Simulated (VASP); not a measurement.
# Ga5N (P-62m) in VASP: a series of runs

The runs below take Ga5N through single point, relaxation of cell and atoms, with PBE.

All numbers are computed with VASP 6.6.1; they aren't measurements. Logs are shortened: lines on timing, memory, paths and dates and some standing lists are left out, and cuts for length are marked.

## (1) The cell of the first run

It takes space group P-62m (No. 189, hexagonal). Conventional cell: a = 5.012 Å, b = 5.012 Å, c = 4.574 Å, α = 90.00°, β = 90.00°, γ = 120.00°. Within 3.5 Å of Ga (site symmetry m2m) lie 10 Ga at 2.64 to 3.03 Å and 2 N at 2.75 Å. Within 3.8 Å of Ga (site symmetry -6) lie 9 Ga at 2.88 to 2.89 Å and 3 N at 2.89 Å. N (site symmetry -62m) has 12 Ga at 2.75 to 2.89 Å within 3.6 Å.

The cell was generated, and may not be a known phase.

## (2) Single point, PBE

INCAR reads:

```
  PREC = Accurate
  ENCUT = 520
  EDIFF = 1E-7
  ISMEAR = 0
  SIGMA = 0.1
  LREAL = False
  LASPH = True
  NELM = 100
  ALGO = Normal
  ISIF = 2
  LWAVE = False
  LCHARG = False
  GGA = PE
  NBANDS = 44
```

KPOINTS reads:

```
Automatic mesh
0
Gamma
  6 6 4
```

POSCAR reads:

```
Ga5N
1.0
    5.0115021498     -0.0000000029      0.0000000000
   -2.5057510724      4.3400881743      0.0000000000
    0.0000000000      0.0000000000      4.5743306687
Ga N
5 1
Direct
    0.6952903693      0.6952903693      0.0000000000
    0.3333333333      0.6666666667      0.5000000000
    0.0000000000      0.3047096307      0.0000000000
    0.3047096307      0.0000000000      0.0000000000
    0.6666666667      0.3333333333      0.5000000000
    0.0000000000      0.0000000000      0.5000000000
```

Potentials or basis: VASP PAW PBE potentials, release 64 (Ga_d, N).

Command:

```sh
$ cat potpaw_PBE.64/Ga_d/POTCAR potpaw_PBE.64/N/POTCAR > POTCAR
$ mpirun -np 1 vasp_std > vasp.out
```

OUTCAR:

```text
PREC = Accurate
   ENCUT = 520
   EDIFF = 1E-7
   ISMEAR = 0
   LREAL = False
   LASPH = True
   NELM = 100
   ISIF = 2
   GGA = PE

 ion  position               nearest neighbor table
   1  0.695  0.695  0.000-   4 2.64   3 2.64   2 2.88   2 2.88   5 2.88   5 2.88
   2  0.333  0.667  0.500-   4 2.88   4 2.88   3 2.88   3 2.88   1 2.88   1 2.88   5 2.89   5 2.89
                             5 2.89
   3  0.000  0.305  0.000-   1 2.64   4 2.64   5 2.88   5 2.88   2 2.88   2 2.88
   4  0.305  0.000  0.000-   1 2.64   3 2.64   2 2.88   2 2.88   5 2.88   5 2.88
   5  0.667  0.333  0.500-   3 2.88   3 2.88   4 2.88   4 2.88   1 2.88   1 2.88   2 2.89   2 2.89
                             2 2.89
   6  0.000  0.000  0.500-

  LATTYP: Found a hexagonal cell.
 ALAT       =     5.0115021498
 C/A-ratio  =     0.9127663786

  Lattice vectors:

 A1 = (   5.0115021498,  -0.0000000029,   0.0000000000)
 A2 = (  -2.5057510724,   4.3400881743,   0.0000000000)
 A3 = (   0.0000000000,   0.0000000000,   4.5743306687)

Analysis of symmetry for initial positions (statically):
=====================================================================
 Subroutine PRICEL returns:
 Original cell was already a primitive cell.

 Routine SETGRP: Setting up the symmetry group for a
 hexagonal supercell.

 Subroutine GETGRP returns: Found 12 space group operations
 (whereof 12 operations were pure point group operations)
 out of a pool of 24 trial point group operations.

The static configuration has the point symmetry D_3h.

Analysis of symmetry for dynamics (positions and initial velocities):
=====================================================================
 Subroutine PRICEL returns:
 Original cell was already a primitive cell.

 Routine SETGRP: Setting up the symmetry group for a
 hexagonal supercell.

 Subroutine GETGRP returns: Found 12 space group operations
 (whereof 12 operations were pure point group operations)
 out of a pool of 24 trial point group operations.

The dynamic configuration has the point symmetry D_3h.

 Subroutine INISYM returns: Found 12 space group operations
 (whereof 12 operations are pure point group operations),
 and found     1 'primitive' translations
[... 95 lines left out ...]
   LSORBIT =      F    spin-orbit coupling
   LASPH  =      T    aspherical Exc in radial PAW
   ENCUT  =  520.0 eV  38.22 Ry    6.18 a.u.   9.32  9.32  8.51*2*pi/ulx,y,z
   NELM   =    100;   NELMIN=  2; NELMDL= -5     # of ELM steps
   EDIFF  = 0.1E-06   stopping-criterion for ELM
   LREAL  =      F    real-space projection
   EDIFFG = 0.1E-05   stopping-criterion for IOM
   NSW    =      0    number of steps for IOM
   IBRION =     -1    ionic relax: 0-MD 1-quasi-New 2-CG
   NFREE  =      0    steps in history (QN), initial steepest desc. (CG)
   ISIF   =      2    stress and relaxation
   ISYM   =      2    0-nonsym 1-usesym 2-fastsym
   POTIM  = 0.5000    time-step for ionic-motion
   TEBEG  =    0.0;   TEEND  =   0.0 temperature during run
   PSTRESS=    0.0 pullay stress
   NELECT =      70.0000    total number of electrons
   NUPDOWN=      -1.0000    fix difference up-down
   EMIN   =  10.00;   EMAX   =-10.00  energy-range for DOS
   EFERMI =   0.00;   METHOD = LEGACY
   ISMEAR =     0;   SIGMA  =   0.10  broadening in eV -4-tet -1-fermi 0-gaus
   EFERMI_NEDOS =   21; number of points for ismear=-14 and -15
   IALGO  =     38    algorithm
   IMIX   =      4    mixing-type and parameters
     AMIX     =   0.40;   BMIX     =  1.00
     AMIX_MAG =   1.60;   BMIX_MAG =  1.00
  volume/ion in A,a.u.               =      16.58       111.90
  Fermi-wavevector in a.u.,A,eV,Ry     =   1.456050  2.751535 28.845445  2.120080
  Thomas-Fermi vector in A             =   2.573013
   LORBIT       =      0    0 simple, 1 ext, 2 COOP (PROOUT), +10 PAW based schemes
   GGA     = PE    functional components
   LHFCALC =     F    Hartree Fock is set to
   AEXX    =    0.0000 exact exchange contribution
   IVDW    =     0    specifies the selected vdW correction
   LEPSILON=     F    determine dielectric tensor
   LRPA    =     F    only Hartree local field effects (RPA)
 non-spin polarized calculation
 Gauss-broadening in eV      SIGMA  =   0.10
  energy-cutoff  :      520.00
  volume of cell :       99.49
 maximum number of plane-waves:      2741
 NGX is ok and might be reduce to    40
   NGX = 19   NGY = 19   NGZ = 17

 number of electron      70.0000033 magnetization

 Free energy of the ion-electron system (eV)
  ---------------------------------------------------
  ext. energy  EPLUGINS =         0.00000000
  ---------------------------------------------------
  free energy    TOTEN  =       -19.38400969 eV

  energy without entropy =      -19.36967732  energy(sigma->0) =      -19.37684351

 E-fermi :   5.4000     XC(G=0): -11.2290

 val. band max:        5.3621150726   @ k =   0.3333   0.3333   0.5000
 cond. band min:       5.4421671949   @ k =   0.5000   0.0000   0.5000
 fundamental gap:      0.0800521223
 Fermi energy:         5.4000281383

 k-point     1 :       0.0000    0.0000    0.0000
  band No.  band energies     occupation
      1      -9.5222      2.00000
      2      -9.5222      2.00000
      3      -9.5211      2.00000
      4      -9.4372      2.00000
      5      -9.4082      2.00000
      6      -9.4082      2.00000
[... 976 lines left out ...]
     43      12.9786      0.00000
     44      13.3763      0.00000

------------------------ aborting loop because EDIFF is reached ----------------------------------------

  FORCE on cell =-STRESS in cart. coord.  units (eV):
  Direction    XX          YY          ZZ          XY          YZ          ZX
  --------------------------------------------------------------------------------------
  -------------------------------------------------------------------------------------
  Total        0.0217384      0.0217384     -0.0004898     -0.0000000     -0.0000000      0.0000000
  in kB        0.3500620      0.3500620     -0.0078867     -0.0000000     -0.0000000      0.0000000
  external PRESSURE =       0.2307458 kB  Pullay stress =       0.0000000 kB

 VOLUME and BASIS-vectors are now :
 -----------------------------------------------------------------------------
  energy-cutoff  :      520.00
  volume of cell :       99.49
      direct lattice vectors                 reciprocal lattice vectors
     5.011502150 -0.000000003  0.000000000     0.199540970  0.115205033  0.000000000
    -2.505751072  4.340088174  0.000000000     0.000000000  0.230410065  0.000000000
     0.000000000  0.000000000  4.574330669     0.000000000  0.000000000  0.218611218

 POSITION                                       TOTAL-FORCE (eV/Angst)
 -----------------------------------------------------------------------------------
      1.74222      3.01762      0.00000        -0.004269     -0.007394     -0.000000
      0.00000      2.89339      2.28717         0.000000      0.000000      0.000000
     -0.76353      1.32247      0.00000        -0.004269      0.007394      0.000000
      1.52705     -0.00000      0.00000         0.008537     -0.000000     -0.000000
      2.50575      1.44670      2.28717         0.000000      0.000000      0.000000
      0.00000      0.00000      2.28717         0.000000      0.000000      0.000000
 -----------------------------------------------------------------------------------
    total drift:                               -0.000001     -0.000002      0.000000

  FREE ENERGIE OF THE ION-ELECTRON SYSTEM (eV)
  ---------------------------------------------------
  free  energy   TOTEN  =       -19.3840096863 eV

  energy  without entropy=      -19.3696773241  energy(sigma->0) =      -19.37684351
```

OSZICAR:

```text
N       E                     dE             d eps       ncg     rms          rms(c)
DAV:   1     0.606065813260E+03    0.60607E+03   -0.32789E+04  1912   0.302E+03
DAV:   2     0.788174532959E+02   -0.52725E+03   -0.51229E+03  1848   0.645E+02
DAV:   3    -0.133583694502E+02   -0.92176E+02   -0.89229E+02  2152   0.186E+02
DAV:   4    -0.210883072093E+02   -0.77299E+01   -0.74761E+01  2204   0.485E+01
DAV:   5    -0.213289325850E+02   -0.24063E+00   -0.23971E+00  2340   0.894E+00    0.868E+00
DAV:   6    -0.225641688283E+02   -0.12352E+01   -0.34039E+01  3136   0.283E+01    0.126E+01
DAV:   7    -0.193284388112E+02    0.32357E+01   -0.14084E+01  2112   0.922E+00    0.215E+00
DAV:   8    -0.194106309446E+02   -0.82192E-01   -0.13087E+00  2036   0.436E+00    0.921E-01
DAV:   9    -0.193907980036E+02    0.19833E-01   -0.12875E-01  2308   0.196E+00    0.699E-01
DAV:  10    -0.193836539321E+02    0.71441E-02   -0.32603E-02  2572   0.209E+00    0.111E-01
DAV:  11    -0.193839675561E+02   -0.31362E-03   -0.51647E-03  2092   0.627E-01    0.779E-02
DAV:  12    -0.193840234187E+02   -0.55863E-04   -0.48416E-04  2292   0.313E-01    0.386E-02
DAV:  13    -0.193840142735E+02    0.91452E-05   -0.53086E-05  2108   0.219E-01    0.263E-02
DAV:  14    -0.193840088749E+02    0.53986E-05   -0.45403E-05  2780   0.506E-02    0.490E-03
DAV:  15    -0.193840098599E+02   -0.98504E-06   -0.43195E-06  2076   0.445E-02    0.268E-03
DAV:  16    -0.193840096789E+02    0.18109E-06   -0.62432E-07  1860   0.869E-03    0.658E-04
DAV:  17    -0.193840096863E+02   -0.74815E-08   -0.14940E-07  1348   0.242E-03
   1 F= -.19384010E+02 E0= -.19376844E+02  d E =-.143324E-01
```

Wall time 1.8 min (1 thread of Intel Xeon Platinum 8259CL at 2.50GHz (Skylake/Cascade Lake), shared host); peak memory 0.26 GiB.

Results:

```yaml
Free_energy: -19.3840 eV
Pressure: 0.0 GPa
Largest_force: 0.009 eV/Å
Band_gap_on_the_k_mesh: zero (bands 35 and 36 overlap by 1.41 eV)
```

Forces on the atoms (eV/Å):
```
Ga  -0.004 -0.007  0.000
Ga   0.000  0.000  0.000
Ga  -0.004  0.007  0.000
Ga   0.009  0.000  0.000
Ga   0.000  0.000  0.000
N    0.000  0.000  0.000
```

Levels at points of the mesh, in eV from the Fermi level:
```
           k point  band 32  band 33  band 34  band 35  band 36  band 37  band 38  band 39
(0.00, 0.00, 0.00)    -3.37    -2.43    -2.43     0.20     0.55     0.95     0.95     3.73
(0.50, 0.00, 0.00)    -2.33    -1.37    -0.26    -0.06     0.34     0.87     2.01     2.64
(0.00, 0.00, 0.50)    -1.93    -1.92    -1.92    -1.14    -0.53    -0.53    -0.40    -0.40
(0.50, 0.00, 0.50)    -3.42    -3.06     0.04     0.73     1.17     1.97     4.08     4.60
```

(Part 1 of 2 ends here.)

The gap in the log of VASP goes by the Fermi energy; the results here count the filled bands.